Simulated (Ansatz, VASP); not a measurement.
# Se in VASP and in Ansatz

```
CELL_PARAMETERS angstrom
-0.01076 3.08909 3.12263
3.15864 0.01169 3.10018
3.18328 3.09128 -0.01295
ATOMIC_POSITIONS crystal
Se 0.48814 0.51305 0.49529
Se 0.75811 0.73243 0.77262
```

Alike in both runs: task single point; functional PBEsol; k mesh 4 × 4 × 4; occupations fermi-dirac, width 0.05 eV; no spin polarisation.

|  | VASP | Ansatz |
| --- | --- | --- |
| version | VASP 6.6.1 | Ansatz 0.2.0 |
| potentials or method | VASP PAW PBE potentials, release 64 (Se), cutoff 520 eV | plane waves, PAW |
| valence electrons in the cell | 12 | 32 |

Ansatz gave:

| Property | Result |
| --- | --- |
| pressure (GPa) | -0.3 |
| traceless stress, the component that is largest in VASP (GPa) | 3.06 |
| rms of the force components (eV/Å) | 0.602 |

Q: What did VASP give for the same quantities?

A: Pressure (GPa): -0.3; traceless stress, the component that is largest in VASP (GPa): 3.05; rms of the force components (eV/Å): 0.603.

VASP's potentials were made for PBE, not for PBEsol. Atom by atom the forces differ by 0.001 eV/Å (rms over components). With one functional, cell and mesh, what is left measures potentials, basis and numerics. VASP's potentials hold 12 valence electrons a cell and Ansatz's 32, so a difference there can come from the potentials and not from the codes. Ansatz's warnings: stress scf threshold loose.

The k mesh is coarse, so the values compare programs but aren't converged.
